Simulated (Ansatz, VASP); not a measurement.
## Hg in VASP and in Ansatz

INCAR

```
ALGO = Fast ; EDIFF = 1E-6
ENCUT = 520 ; GGA = PE
ISIF = 2 ; ISMEAR = 0
LASPH = True ; LCHARG = False
LREAL = False ; LWAVE = False
NBANDS = 12 ; NELM = 80
PREC = Accurate ; SIGMA = 0.05
```

Contents of KPOINTS:

```
k-points
0
Gamma
  8 8 8
```

File POSCAR:

```
Hg
1.0
    0.0000000000      2.2569693368      2.2569693368
    2.2569693368      0.0000000000      2.2569693368
    2.2569693368      2.2569693368      0.0000000000
Hg
1
Direct
    0.0000000000      0.0000000000      0.0000000000
```

Input for Ansatz:

```yaml
crystal:
  lattice:
    - [0.0, 2.2569693368, 2.2569693368]
    - [2.2569693368, 0.0, 2.2569693368]
    - [2.2569693368, 2.2569693368, 0.0]
  atoms:
    - { symbol: Hg, position: [0.0, 0.0, 0.0] }
basis:
  ecutwfc: 420
  ecutrho_ratio: 4
kpoints:
  mp_grid: { grid: [8, 8, 8] }
hamiltonian:
  xc: pbe
scf:
  occupations: { method: gaussian, width: 0.05 }
output:
  forces: true
  stress: true
  eigenvalues: true
```

Alike in both runs: task single point; functional PBE; k mesh 8 × 8 × 8; occupations gaussian, width 0.05 eV; no spin polarisation.

|  | VASP | Ansatz |
| --- | --- | --- |
| version | VASP 6.6.1 | Ansatz 0.2.0 |
| potentials or method | VASP PAW PBE potentials, release 64 (Hg), cutoff 520 eV | scalar-relativistic, plane waves, PAW |
| valence electrons in the cell | 12 | 20 |

|  | VASP | Ansatz | Ansatz less VASP |
| --- | --- | --- | --- |
| gap on the k mesh at the Fermi level (eV) | none | none | - |
| pressure (GPa) | 6.2 | 5.8 | -0.39 |

A gap of «none» marks a metal or a gap that the smearing closes. VASP's potentials hold 12 valence electrons a cell and Ansatz's 20, so a difference there can come from the potentials and not from the codes.

Neither program's run includes spin-orbit coupling.
